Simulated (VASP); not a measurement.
Wanted: the native input for a VASP 6.6.1 run.

```
Task                   : single point
Functional             : PBEsol
Potentials or basis    : VASP PAW PBE potentials, release 64 (Al, O)
Cutoff                 : 520 eV
k mesh                 : 12 × 12 × 4
Occupations            : gaussian, width 0.01 eV
Spin                   : no spin polarisation
Dipole correction      : no
Further INCAR settings : ALGO = Normal; EDIFF = 1e-06; NBANDS = 20
```

The structure of Al2O3 lies in POSCAR:

```
Al2O3
1.0
    2.9885024235      0.0000000000      0.0000000000
   -1.4942512117      2.5881190180      0.0000000000
    0.0000000000      0.0000000000      7.9724385440
Al O
2 3
Direct
    0.0000000000      0.0000000000      0.2903776048
    0.0000000000      0.0000000000      0.7096223952
    0.3333333333      0.6666666667      0.2158411135
    0.6666666667      0.3333333333      0.7841588865
    0.0000000000      0.0000000000      0.5000000000
```

The input as run:

INCAR

```
PREC     = Accurate       # precision mode
ENCUT    = 520            # plane-wave cutoff, eV
EDIFF    = 1E-6           # SCF threshold, eV
ISMEAR   = 0              # smearing method
SIGMA    = 0.01           # smearing width, eV
LREAL    = False          # projectors in reciprocal space
LASPH    = True           # aspherical terms in the spheres
NELM     = 60             # most SCF steps
ALGO     = Normal         # electronic algorithm
ISIF     = 2              # what is computed and relaxed
LWAVE    = False          # write WAVECAR
LCHARG   = True           # write CHGCAR
GGA      = PS             # functional
LELF     = True           # ELF
LVHAR    = True         
NBANDS   = 20             # bands
```

KPOINTS

```
regular mesh
0
Gamma
  12 12 4
```

Potentials or basis: VASP PAW PBE potentials, release 64 (Al, O).

Launch:

```bash
$ cat potpaw_PBE.64/Al/POTCAR potpaw_PBE.64/O/POTCAR > POTCAR
$ mpirun -np 1 vasp_std > vasp.out
```

Results of the run:

```yaml
Pressure: 0.3 GPa
Largest_force: 0.091 eV/Å
Band_gap_on_the_k_mesh: 2.39 eV, direct
```

Caveat: the PAW data sets were made with another functional, which shifts forces and pressure a little.

It took 64 s on 1 thread of Intel Xeon 6975P-C, with other jobs on the host, peak memory 0.21 GiB.
